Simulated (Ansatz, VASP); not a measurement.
## One calculation of Al3GaN4, two programs

```
Al Ga N
1.0
     4.40124    0.00000    0.00000
     0.00000    4.40124    0.00000
     0.00000    0.00000    4.40124
Al Ga N
3 1 4
Direct
  0.50000 0.50000 0.00000
  0.50000 0.00000 0.50000
  0.00000 0.50000 0.50000
  0.00000 0.00000 0.00000
  0.74446 0.74446 0.25554
  0.74446 0.25554 0.74446
  0.25554 0.74446 0.74446
  0.25554 0.25554 0.25554
```

Alike in both runs: functional r2SCAN; k mesh 6 × 6 × 6; occupations gaussian, width 0.02 eV; no spin polarisation.

Ansatz relaxed the structure, and its values are those at the end. VASP's run is a single point on that final structure, the one shown.

|  | VASP | Ansatz |
| --- | --- | --- |
| version | VASP 6.6.1 | Ansatz 0.2.0 |
| potentials or method | VASP PAW PBE potentials, release 64 (Al, Ga_d, N), cutoff 520 eV | scalar-relativistic, plane waves, PAW |
| valence electrons in the cell | 42 | 42 |

VASP gave:

```
gap on the k mesh at the Fermi level (eV) : 4.00
least direct gap on the mesh (eV)         : 4.00
pressure (GPa)                            : 0.0
rms of the force components (eV/Å)        : 0.031
```

Q: Which values does Ansatz return?

A: gap on the k mesh at the Fermi level (eV): 4.01; least direct gap on the mesh (eV): 4.01; pressure (GPa): 0.0; rms of the force components (eV/Å): 0.000.

VASP's potentials were made for PBE, not for r2SCAN. With one functional, cell and mesh, what is left measures potentials, basis and numerics.
